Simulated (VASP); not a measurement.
A run of VASP 6.6.1:

File INCAR:

```
PREC = Accurate
ENCUT = 520
EDIFF = 1E-6
ISMEAR = 0
SIGMA = 0.15
LREAL = False
LASPH = True
NELM = 60
ALGO = Normal
ISIF = 2
LWAVE = False
LCHARG = False
GGA = PS
NBANDS = 10
```

KPOINTS

```
Automatic mesh
0
Gamma
  20 20 20
```

POSCAR

```
Os
1.0
    0.0000000000      1.9450000000      1.9450000000
    1.9450000000      0.0000000000      1.9450000000
    1.9450000000      1.9450000000      0.0000000000
Os
1
Direct
    0.0000000000      0.0000000000      0.0000000000
```

Potentials or basis: VASP PAW PBE potentials, release 64 (Os).

Command:

```console
$ cat potpaw_PBE.64/Os/POTCAR > POTCAR
$ mpirun -np 1 vasp_std > vasp.out
```

Hardware: 1 thread of Intel(R) Xeon(R) 6975P-C (Granite Rapids), with other jobs on the host.

Problem. How long does it take, and how much memory?

Solution. It took 11 s on 1 thread of Intel(R) Xeon(R) 6975P-C (Granite Rapids), on a shared host, peak memory 0.15 GiB. Counts: scf iterations 12, k points 256.
